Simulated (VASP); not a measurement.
A run of VASP 6.6.1 is set up as follows.

The input INCAR:

```
  ALGO = Normal
  EDIFF = 1E-6
  ENCUT = 520
  GGA = PE
  ISIF = 2
  ISMEAR = 0
  LASPH = T
  LCHARG = F
  LREAL = F
  LWAVE = F
  NBANDS = 18
  NELM = 60
  PREC = Accurate
  SIGMA = 0.1
```

The input KPOINTS:

```
k-points
0
Gamma
  12 12 8
```

The input POSCAR:

```
P
1.0
    3.4530232806      0.0000000000      0.0000000000
    0.0000000000      3.4530232806      0.0000000000
    0.0000000000      0.0000000000      6.0755708366
P
4
Direct
    0.7837808642      0.7837808642      0.0000000000
    0.7162191358      0.2837808642      0.5000000000
    0.2162191358      0.2162191358      0.0000000000
    0.2837808642      0.7162191358      0.5000000000
```

Potentials or basis: VASP PAW PBE potentials, release 64 (P).

The run is started by

```sh
$ cat potpaw_PBE.64/P/POTCAR > POTCAR
$ mpirun -np 1 vasp_std > vasp.out
```

Q: Predict the largest force.

A: 0.064 eV/Å.

Q: Estimate the pressure.

A: -0.2 GPa.

Q: Estimate the band gap on the k mesh.

A: Zero (bands 10 and 11 overlap by 1.64 eV).

Forces on the atoms (eV/Å):
```
P    0.045  0.045  0.000
P   -0.045  0.045  0.000
P   -0.045 -0.045  0.000
P    0.045 -0.045  0.000
```

Caveat: this functional lacks dispersion, which binds the layers, so the pressure and a relaxed spacing across them are unreliable.
